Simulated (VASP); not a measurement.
# C (P2_1/m) in VASP: notebook

Runs on C. Level: PBE. Tasks: single point.

Program: VASP 6.6.1. These are calculated values, not measurements. Logs are shortened: lines on timing, memory, paths and dates and some standing lists are left out, and cuts for length are marked.

## 1. The cell of the first run

Symmetry: P2_1/m, No. 11, monoclinic system. Conventional cell: a = 2.467 Å, b = 8.565 Å, c = 2.467 Å, α = 90.00°, β = 120.00°, γ = 90.00°. Within 1.9 Å of C (site symmetry m) lie 3 C at 1.42 Å. C (site symmetry m) has 3 C at 1.42 Å within 1.9 Å.

## 2. Single point, PBE (mode 4 frozen in at -0.142 Å and mode 5 at -0.427 Å (largest displacements))

The input, INCAR:

```
  PREC = Accurate
  ENCUT = 520
  EDIFF = 1E-7
  ISMEAR = 0
  SIGMA = 0.15
  LREAL = False
  LASPH = True
  NELM = 60
  ALGO = Normal
  ISIF = 2
  LWAVE = False
  LCHARG = True
  GGA = PE
  LELF = True
  LVHAR = True
  NBANDS = 16
```

The input, KPOINTS:

```
regular mesh
0
Gamma
  18 18 6
```

The input, POSCAR:

```
C
1.0
    2.4665231295      0.0000000000      0.0000000000
   -1.2332615647      2.1360716891      0.0000000000
    0.0000000000      0.0000000000      8.5653080463
C
4
Direct
   -0.1576393778     -0.1998958569      0.0025000000
    0.1576393778      0.1998958569      0.5025000000
    0.1756909580      0.4667670087      0.0025000000
    0.8243090420      0.5332329913      0.5025000000
```

Potentials or basis: VASP PAW PBE potentials, release 64 (C).

On the command line:

```bash
$ cat potpaw_PBE.64/C/POTCAR > POTCAR
$ mpirun -np 1 vasp_std > vasp.out
```

OUTCAR:

```text
PREC = Accurate
   ENCUT = 520
   EDIFF = 1E-7
   ISMEAR = 0
   LREAL = False
   LASPH = True
   NELM = 60
   ISIF = 2
   GGA = PE

 ion  position               nearest neighbor table
   1  0.842  0.800  0.002-   3 1.42   3 1.42   3 1.42
   2  0.158  0.200  0.502-   4 1.42   4 1.42   4 1.42
   3  0.176  0.467  0.002-   1 1.42   1 1.42   1 1.42
   4  0.824  0.533  0.502-   2 1.42   2 1.42   2 1.42

  LATTYP: Found a hexagonal cell.
 ALAT       =     2.4665231295
 C/A-ratio  =     3.4726242555

  Lattice vectors:

 A1 = (   2.4665231295,   0.0000000000,   0.0000000000)
 A2 = (  -1.2332615647,   2.1360716891,   0.0000000000)
 A3 = (   0.0000000000,   0.0000000000,   8.5653080463)

Analysis of symmetry for initial positions (statically):
=====================================================================
 Subroutine PRICEL returns:
 Original cell was already a primitive cell.

 Routine SETGRP: Setting up the symmetry group for a
 hexagonal supercell.

 Subroutine GETGRP returns: Found  4 space group operations
 (whereof  1 operations were pure point group operations)
 out of a pool of 24 trial point group operations.

The static configuration has the point symmetry C_1 .
 The point group associated with its full space group is C_2h.

Analysis of symmetry for dynamics (positions and initial velocities):
=====================================================================
 Subroutine PRICEL returns:
 Original cell was already a primitive cell.

 Routine SETGRP: Setting up the symmetry group for a
 hexagonal supercell.

 Subroutine GETGRP returns: Found  4 space group operations
 (whereof  1 operations were pure point group operations)
 out of a pool of 24 trial point group operations.

The dynamic configuration has the point symmetry C_1 .
 The point group associated with its full space group is C_2h.

 Subroutine INISYM returns: Found  4 space group operations
 (whereof  1 operations are pure point group operations),
 and found     1 'primitive' translations

----------------------------------------------------------------------------------------

                                     Primitive cell

  volume of cell :      45.1278

  direct lattice vectors                    reciprocal lattice vectors
     2.466523130  0.000000000  0.000000000     0.405428998  0.234074541  0.000000000
    -1.233261565  2.136071689  0.000000000     0.000000000  0.468149082  0.000000000
     0.000000000  0.000000000  8.565308046     0.000000000  0.000000000  0.116750033

  length of vectors
     2.466523130  2.466523129  8.565308046     0.468149082  0.468149082  0.116750033

  position of ions in fractional coordinates (direct lattice)
     0.842360622  0.800104143  0.002500000
     0.157639378  0.199895857  0.502500000
     0.175690958  0.466767009  0.002500000
     0.824309042  0.533232991  0.502500000

  ion indices of the primitive-cell ions
   primitive index   ion index
                 1           1
                 2           2
                 3           3
                 4           4

----------------------------------------------------------------------------------------

 KPOINTS: regular mesh

Automatic generation of k-mesh.
 Grid dimensions read from file:
 generate k-points for:   18   18    6

 Generating k-lattice:

  Cartesian coordinates                     Fractional coordinates (reciprocal lattice)
     0.022523833  0.013004141  0.000000000     0.055555556  0.000000000  0.000000000
     0.000000000  0.026008282  0.000000000     0.000000000  0.055555556  0.000000000
     0.000000000  0.000000000  0.019458339     0.000000000  0.000000000  0.166666667

  Length of vectors
     0.026008282  0.026008282  0.019458339

  Shift w.r.t. Gamma in fractional coordinates (k-lattice)
     0.000000000  0.000000000  0.000000000

 Subroutine IBZKPT returns following result:
 ===========================================

 Found    656 irreducible k-points:

 Following reciprocal coordinates:
            Coordinates               Weight
  0.000000  0.000000  0.000000      1.000000
  0.055556  0.000000  0.000000      2.000000
  0.000000  0.055556  0.000000      2.000000
 -0.055556  0.055556  0.000000      2.000000
  0.111111  0.000000  0.000000      2.000000
  0.000000  0.111111  0.000000      2.000000
[... 16 lines left out ...]
  0.444444  0.000000  0.000000      2.000000
  0.000000  0.444444  0.000000      2.000000
 [... further k-points ...]
   k-points           NKPTS =    656   k-points in BZ     NKDIM =    656   number of bands    NBANDS=     16
   number of dos      NEDOS =    301   number of ions     NIONS =      4
   total plane-waves  NPLWV =  20736
   dimension x,y,z NGX =    18 NGY =   18 NGZ =   64
   dimension x,y,z NGXF=    36 NGYF=   36 NGZF=  128
   ions per type =               4
   NGX,Y,Z   is equivalent  to a cutoff of  12.13, 12.13, 12.42 a.u.
   NGXF,Y,Z  is equivalent  to a cutoff of  24.26, 24.26, 24.84 a.u.
 SYSTEM =  unknown system
   PREC   = accura    normal or accurate (medium, high low for compatibility)
   ISTART =      0    job   : 0-new  1-cont  2-samecut
   ICHARG =      2    charge: 1-file 2-atom 10-const
   ISPIN  =      1    spin polarized calculation?
   LNONCOLLINEAR =      F non collinear calculations
   LSORBIT =      F    spin-orbit coupling
   LASPH  =      T    aspherical Exc in radial PAW
   ENCUT  =  520.0 eV  38.22 Ry    6.18 a.u.   4.59  4.59 15.93*2*pi/ulx,y,z
   NELM   =     60;   NELMIN=  2; NELMDL= -5     # of ELM steps
   EDIFF  = 0.1E-06   stopping-criterion for ELM
   LREAL  =      F    real-space projection
   EDIFFG = 0.1E-05   stopping-criterion for IOM
   NSW    =      0    number of steps for IOM
   IBRION =     -1    ionic relax: 0-MD 1-quasi-New 2-CG
   NFREE  =      0    steps in history (QN), initial steepest desc. (CG)
   ISIF   =      2    stress and relaxation
   ISYM   =      2    0-nonsym 1-usesym 2-fastsym
   POTIM  = 0.5000    time-step for ionic-motion
   TEBEG  =    0.0;   TEEND  =   0.0 temperature during run
   PSTRESS=    0.0 pullay stress
   NELECT =      16.0000    total number of electrons
   NUPDOWN=      -1.0000    fix difference up-down
   EMIN   =  10.00;   EMAX   =-10.00  energy-range for DOS
   EFERMI =   0.00;   METHOD = LEGACY
   ISMEAR =     0;   SIGMA  =   0.15  broadening in eV -4-tet -1-fermi 0-gaus
   EFERMI_NEDOS =   21; number of points for ismear=-14 and -15
   IALGO  =     38    algorithm
   IMIX   =      4    mixing-type and parameters
     AMIX     =   0.40;   BMIX     =  1.00
     AMIX_MAG =   1.60;   BMIX_MAG =  1.00
  volume/ion in A,a.u.               =      11.28        76.13
  Fermi-wavevector in a.u.,A,eV,Ry     =   1.158689  2.189604 18.266635  1.342560
  Thomas-Fermi vector in A             =   2.295289
   LORBIT       =      0    0 simple, 1 ext, 2 COOP (PROOUT), +10 PAW based schemes
   GGA     = PE    functional components
   LHFCALC =     F    Hartree Fock is set to
   AEXX    =    0.0000 exact exchange contribution
   IVDW    =     0    specifies the selected vdW correction
   LEPSILON=     F    determine dielectric tensor
   LRPA    =     F    only Hartree local field effects (RPA)
 non-spin polarized calculation
 Gauss-broadening in eV      SIGMA  =   0.15
  energy-cutoff  :      520.00
  volume of cell :       45.13
 maximum number of plane-waves:      1243
   NGX =  9   NGY =  9   NGZ = 31

 number of electron      16.0000002 magnetization

 Free energy of the ion-electron system (eV)
  ---------------------------------------------------
  ext. energy  EPLUGINS =         0.00000000
  ---------------------------------------------------
  free energy    TOTEN  =       -36.90429978 eV

  energy without entropy =      -36.90267676  energy(sigma->0) =      -36.90348827

 E-fermi :   2.7621     XC(G=0):  -8.6923

 val. band max:        2.7615577713   @ k =   0.3333   0.3333   0.5000
 cond. band min:       2.8082143868   @ k =   0.3333   0.3333   0.3333
 fundamental gap:      0.0466566155
 Fermi energy:         2.7621230288

 k-point     1 :       0.0000    0.0000    0.0000
  band No.  band energies     occupation
      1     -16.7700      2.00000
      2     -16.7358      2.00000
      3      -5.0783      2.00000
      4      -4.6098      2.00000
      5      -0.2823      2.00000
      6      -0.2819      2.00000
[... 8 lines left out ...]
     15      13.0859      0.00000
     16      14.1747      0.00000

 k-point     2 :       0.0556    0.0000    0.0000
  band No.  band energies     occupation
      1     -16.6970      2.00000
      2     -16.6630      2.00000
      3      -4.9905      2.00000
      4      -4.5237      2.00000
      5      -0.5802      2.00000
      6      -0.5784      2.00000
[... 8 lines left out ...]
     15      13.1843      0.00000
     16      13.9168      0.00000

 k-point     3 :       0.0000    0.0556    0.0000
  band No.  band energies     occupation
      1     -16.6970      2.00000
      2     -16.6630      2.00000
      3      -4.9904      2.00000
      4      -4.5237      2.00000
      5      -0.5802      2.00000
      6      -0.5787      2.00000
[... 8 lines left out ...]
     15      13.1843      0.00000
     16      13.9132      0.00000

 k-point     4 :      -0.0556    0.0556    0.0000
  band No.  band energies     occupation
      1     -16.6970      2.00000
      2     -16.6630      2.00000
      3      -4.9904      2.00000
      4      -4.5237      2.00000
      5      -0.5801      2.00000
      6      -0.5786      2.00000
[... 8 lines left out ...]
     15      13.1843      0.00000
     16      13.9137      0.00000

 k-point     5 :       0.1111    0.0000    0.0000
  band No.  band energies     occupation
      1     -16.4783      2.00000
      2     -16.4449      2.00000
      3      -4.7277      2.00000
      4      -4.2664      2.00000
      5      -1.3982      2.00000
      6      -1.3950      2.00000
[... 8 lines left out ...]
     15      13.1864      0.00000
     16      13.2222      0.00000

 k-point     6 :       0.0000    0.1111    0.0000
  band No.  band energies     occupation
      1     -16.4783      2.00000
      2     -16.4449      2.00000
      3      -4.7276      2.00000
      4      -4.2664      2.00000
      5      -1.3984      2.00000
      6      -1.3951      2.00000
[... 8 lines left out ...]
     15      13.1791      0.00000
     16      13.2295      0.00000
[... 267 lines left out ...]
 k-point    21 :       0.0000    0.3889    0.0000
  band No.  band energies     occupation
      1     -13.2784      2.00000
      2     -13.2533      2.00000
      3      -8.2989      2.00000
      4      -8.2841      2.00000
      5      -3.3709      2.00000
      6      -3.3682      2.00000
[... 8 lines left out ...]
     15      16.6989      0.00000
     16      17.1402      0.00000

 k-point    22 :      -0.3889    0.3889    0.0000
  band No.  band energies     occupation
      1     -13.2784      2.00000
      2     -13.2532      2.00000
      3      -8.2989      2.00000
      4      -8.2840      2.00000
      5      -3.3708      2.00000
      6      -3.3685      2.00000
[... 8 lines left out ...]
     15      16.7019      0.00000
     16      17.1369      0.00000

 k-point    23 :       0.4444    0.0000    0.0000
  band No.  band energies     occupation
      1     -12.2798      2.00000
      2     -12.2565      2.00000
      3      -9.6178      2.00000
      4      -9.6007      2.00000
      5      -3.5840      2.00000
      6      -3.5838      2.00000
[... 8 lines left out ...]
     15      15.0985      0.00000
     16      17.3241      0.00000

 k-point    24 :       0.0000    0.4444    0.0000
  band No.  band energies     occupation
      1     -12.2793      2.00000
      2     -12.2570      2.00000
      3      -9.6176      2.00000
      4      -9.6010      2.00000
      5      -3.5852      2.00000
      6      -3.5825      2.00000
[... 8 lines left out ...]
     15      15.0919      0.00000
     16      17.0243      0.00000

 [... further k-points ...]

------------------------ aborting loop because EDIFF is reached ----------------------------------------

  FORCE on cell =-STRESS in cart. coord.  units (eV):
  Direction    XX          YY          ZZ          XY          YZ          ZX
  --------------------------------------------------------------------------------------
  -------------------------------------------------------------------------------------
  Total        0.1519300      0.1537007      0.0043687     -0.0011191      0.0000000      0.0000000
  in kB        5.3939911      5.4568544      0.1551029     -0.0397323      0.0000000      0.0000000
  external PRESSURE =       3.6686494 kB  Pullay stress =       0.0000000 kB

 VOLUME and BASIS-vectors are now :
 -----------------------------------------------------------------------------
  energy-cutoff  :      520.00
  volume of cell :       45.13
      direct lattice vectors                 reciprocal lattice vectors
     2.466523130  0.000000000  0.000000000     0.405428998  0.234074541  0.000000000
    -1.233261565  2.136071689  0.000000000     0.000000000  0.468149082  0.000000000
     0.000000000  0.000000000  8.565308046     0.000000000  0.000000000  0.116750033

 POSITION                                       TOTAL-FORCE (eV/Angst)
 -----------------------------------------------------------------------------------
      1.09096      1.70908      0.02141        -0.000337      0.000438      0.000000
      0.14230      0.42699      4.30407         0.000337     -0.000438      0.000000
     -0.14230      0.99705      0.02141        -0.000332      0.001060      0.000000
      1.37556      1.13902      4.30407         0.000332     -0.001060      0.000000
 -----------------------------------------------------------------------------------
    total drift:                                0.000000      0.000000     -0.000010

  FREE ENERGIE OF THE ION-ELECTRON SYSTEM (eV)
  ---------------------------------------------------
  free  energy   TOTEN  =       -36.9042997818 eV

  energy  without entropy=      -36.9026767553  energy(sigma->0) =      -36.90348827
```

It took 4.8 min on 1 thread of Intel Xeon Platinum 8259CL at 2.50GHz (Skylake/Cascade Lake), shared host; peak memory 0.41 GiB.

Results:

```yaml
Free_energy: -36.9043 eV
Pressure: 0.4 GPa
Band_gap_on_the_k_mesh: zero (filled and empty bands touch)
```

Stress tensor (GPa, compression positive):
```
0.54 0.00 0.00
0.00 0.55 0.00
0.00 0.00 0.02
```

Levels at points of the mesh, in eV from the Fermi level:
```tsv
k point	band 6	band 7	band 8	band 9	band 10	band 11
(0.00, 0.00, 0.00)	-3.04	-3.04	-3.04	3.07	6.34	8.30
(0.50, 0.00, 0.00)	-6.42	-2.50	-2.22	1.47	1.90	7.36
(0.00, 0.50, 0.00)	-6.42	-2.45	-2.27	1.54	1.83	7.34
(0.50, 0.50, 0.00)	-6.42	-2.46	-2.26	1.53	1.84	7.35
(0.00, 0.00, 0.50)	-3.04	-3.04	-3.04	4.32	4.32	8.30
(0.50, 0.00, 0.50)	-6.42	-2.36	-2.36	1.67	1.67	7.36
(0.00, 0.50, 0.50)	-6.42	-2.36	-2.36	1.67	1.67	7.36
(0.50, 0.50, 0.50)	-6.42	-2.36	-2.36	1.67	1.67	7.36
```

Caveat: the cell differs from its parent crystal (mode 4 frozen in at -0.142 Å and mode 5 at -0.427 Å (largest displacements)); this functional lacks dispersion, which binds the layers, so the pressure and a relaxed spacing across them are unreliable.

[end of part 1 of 2]
